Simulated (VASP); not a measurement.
Runs of VASP 6.6.1 on MgO (Periclase). The structure is that of space group Fm-3m (No. 225), or close to it. The cells are those of the table. 

```tsv
level	potentials or basis	cell	cutoff (eV)	smearing	second run	gap on the mesh (eV)	pressure (GPa)
PBE	VASP PAW PBE potentials, release 64 (Mg, O)	a = 2.944 Å, angles 60.0°, 2 atoms	520	fermi-dirac 0.02 eV	-	5.07	10.2
r2SCAN	VASP PAW PBE potentials, release 64 (Mg, O)	a = 2.944 Å, angles 60.0°, 2 atoms	520	gaussian 0.01 eV	-	5.96	(b)
PBE	VASP PAW PBE potentials, release 64 (Mg, O)	a = 3.053, b = 2.973 Å, angles 60.9, 58.3, 60.9°, 2 atoms	520	fermi-dirac 0.02 eV	-	4.21	-2.4
r2SCAN	VASP PAW PBE potentials, release 64 (Mg, O)	a = 3.053, b = 2.973 Å, angles 60.9, 58.3, 60.9°, 2 atoms	520	gaussian 0.01 eV	-	5.07	(a)
r2SCAN	VASP PAW PBE potentials, release 64 (Mg_sv, O)	a = 3.053, b = 2.973 Å, angles 60.9, 58.3, 60.9°, 2 atoms	660	gaussian 0.01 eV	valence_matched	5.12	-7.3
r2SCAN	VASP PAW PBE potentials, release 64 (Mg_sv, O)	a = 2.944 Å, angles 60.0°, 2 atoms	660	gaussian 0.01 eV	valence_matched	6.02	4.7
```

Alike in all rows: task single point; no spin polarisation; k mesh 10 × 10 × 10.

Q: Fill in the values left out.

A: (a) -8.1; (b) 4.0.

Caveats: the PAW data sets were made with another functional, which shifts forces and pressure a little (some runs).

The runs don't all hold the same shells in valence.
